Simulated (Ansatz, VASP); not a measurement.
# Ba4Te3: VASP beside Ansatz

```
Ba Te
1.0
     6.24715    0.00000    0.00000
     0.00000    6.24715    0.00000
     0.00000    0.00000    6.24715
Ba Te
4 3
Cartesian
  3.1236 3.1236 3.1236
  0.0000 3.1236 3.1236
  3.1236 0.0000 3.1236
  3.1236 3.1236 0.0000
  3.1236 0.0000 0.0000
  0.0000 3.1236 0.0000
  0.0000 0.0000 3.1236
```

Alike in both runs: task single point; functional PBE; k mesh 4 × 4 × 4; occupations gaussian, width 0.1 eV; no spin polarisation.

|  | VASP | Ansatz |
| --- | --- | --- |
| version | VASP 6.6.1 | Ansatz 0.2.0 |
| potentials or method | VASP PAW PBE potentials, release 64 (Ba_sv, Te), cutoff 520 eV | scalar-relativistic, plane waves, PAW |
| valence electrons in the cell | 58 | 88 |

```csv
,VASP,Ansatz,Ansatz less VASP
gap on the k mesh at the Fermi level (eV),none,none,-
pressure (GPa),13.2,11.8,-1.39
```

A gap of «none» marks a metal or a gap that the smearing closes. VASP's potentials hold 58 valence electrons a cell and Ansatz's 88, so a difference there can come from the potentials and not from the codes.

Neither program's run includes spin-orbit coupling.
